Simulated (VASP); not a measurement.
The system is PbO2.

```
Pb O
1.0
     1.71160    0.98819    4.41800
    -1.71160    0.98819    4.41800
     0.00000   -1.97638    4.41800
Pb O
1 2
Direct
  0.00000 0.00000 0.00000
  0.25565 0.25565 0.25565
  0.74435 0.74435 0.74435
```

| Quantity | Value |
| --- | --- |
| Program | VASP 6.6.1 |
| Task | relaxation of shape and atoms at fixed volume |
| Functional | PBE |
| Potentials or basis | VASP PAW PBE potentials, release 64 (Pb_d, O) |
| Cutoff | 600 eV |
| k mesh | 12 × 12 × 12 |
| Occupations | gaussian, width 0.05 eV |
| Spin | no spin polarisation |

At the start: pressure 2.6 GPa; volume 14.95 Å³/atom.

**Question.** How do energy, volume and symmetry change on relaxing?

**Answer.** Over 7 steps the energy falls by 3.1 meV/atom; space group R-3m (No. 166, to 0.1 Å) before and after.

Step by step:
| step | energy change (eV) | largest force (eV/Å) | pressure (GPa) | volume (Å³) |
| --- | --- | --- | --- | --- |
| 1 | 0.0000 | 0.1925 | 2.58 | 44.84 |
| 2 | -0.0050 | 0.1033 | 1.69 | 44.84 |
| 3 | -0.0084 | 0.0448 | 0.23 | 44.84 |
| 4 | -0.0084 | 0.0526 | 0.18 | 44.84 |
| 5 | -0.0090 | 0.0242 | 0.08 | 44.84 |
| 6 | -0.0091 | 0.0116 | -0.05 | 44.84 |
| 7 | -0.0092 | 0.0003 | -0.02 | 44.84 |

Final structure:
```
Pb O
1.0
     1.72982    0.99871    4.32539
    -1.72982    0.99871    4.32539
     0.00000   -1.99743    4.32539
Pb O
1 2
Direct
  0.00000 0.00000 0.00000
  0.25402 0.25402 0.25402
  0.74598 0.74598 0.74598
```

Where two steps share one volume, the run began anew on that cell with a basis built for it.
